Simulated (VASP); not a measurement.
Write the native input for VASP 6.6.1 that does the following.

```
Task                   : single point
Functional             : PBE
Dispersion             : D3(BJ)
Potentials or basis    : VASP PAW PBE potentials, release 64 (Zr_sv, O)
Cutoff                 : 600 eV
k mesh                 : 6 × 6 × 6
Occupations            : gaussian, width 0.1 eV
Spin                   : no spin polarisation
Dipole correction      : no
Further INCAR settings : ALGO = Normal; EDIFF = 1e-06; NBANDS = 33
```

The structure of ZrO2 lies in POSCAR:

```
ZrO2
1.0
    0.0000000000     -2.5438747277     -2.5438747277
   -2.5438747277      0.0000000000     -2.5438747277
    2.5438747277      2.5438747277     -5.0877494553
Zr O
2 4
Direct
    0.2500000000      0.2500000000      0.2500000000
    0.7500000000      0.7500000000      0.7500000000
    0.8750000000      0.8750000000      0.3750000000
    0.3750000000      0.3750000000      0.8750000000
    0.6250000000      0.6250000000      0.1250000000
    0.1250000000      0.1250000000      0.6250000000
```

One way to write it, as run:

INCAR

```
SYSTEM = ZrO2
PREC     = Accurate       ! precision mode
ENCUT    = 600            ! plane-wave cutoff, eV
EDIFF    = 1E-6           ! SCF threshold, eV
ISMEAR   = 0              ! smearing method
SIGMA    = 0.1            ! smearing width, eV
LREAL    = .FALSE.        ! projectors in reciprocal space
LASPH    = .TRUE.         ! aspherical terms in the spheres
NELM     = 120            ! most SCF steps
ALGO     = Normal         ! electronic algorithm
ISIF     = 2              ! what is computed and relaxed
LWAVE    = .FALSE.        ! write WAVECAR
LCHARG   = .FALSE.        ! write CHGCAR
GGA      = PE             ! functional
IVDW     = 12             ! dispersion correction
NBANDS   = 33             ! bands
GGA_COMPAT= .FALSE.
```

KPOINTS

```
Automatic mesh
0
G
  6 6 6
  0 0 0
```

Potentials or basis: VASP PAW PBE potentials, release 64 (Zr_sv, O).

Command:

```bash
$ cat potpaw_PBE.64/Zr_sv/POTCAR potpaw_PBE.64/O/POTCAR > POTCAR
$ mpirun -np 1 vasp_std > vasp.out
```

It gave:

| Item | Value |
| --- | --- |
| Pressure | 0.1 GPa |
| Band gap on the k mesh | 3.36 eV |
| Dispersion energy per atom | -0.267 eV |

Run time: 3.2 min on 1 thread of Intel Xeon 8259CL (shared host), peak memory 0.24 GiB.
